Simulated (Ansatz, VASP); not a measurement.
**SiGe3: VASP beside Ansatz**

```xyz
4
Lattice="3.9784 0.0000 0.0000 0.0000 3.9784 0.0000 0.0000 0.0000 5.6007" Properties=species:S:1:pos:R:3 pbc="T T T"
Si    0.0000    0.0000    0.0000
Ge    0.0000    1.9892    1.3638
Ge    1.9892    1.9892    2.8004
Ge    1.9892    0.0000    4.2369
```

Alike in both runs: task single point; functional PBE; k mesh 6 × 6 × 4; no spin polarisation.

```csv
,VASP,Ansatz
version,VASP 6.6.1,Ansatz 0.2.0
potentials or method,"VASP PAW PBE potentials, release 64 (Si, Ge_d)","plane waves, PAW"
plane-wave cutoff (eV),520,420
occupations,"gaussian, width 0.01 eV",fixed
valence electrons in the cell,46,46
```

|  | VASP | Ansatz | Ansatz less VASP |
| --- | --- | --- | --- |
| gap on the k mesh at the Fermi level (eV) | 0.27 | 0.27 | -0.004 |
| pressure (GPa) | 2.1 | 2.2 | +0.08 |
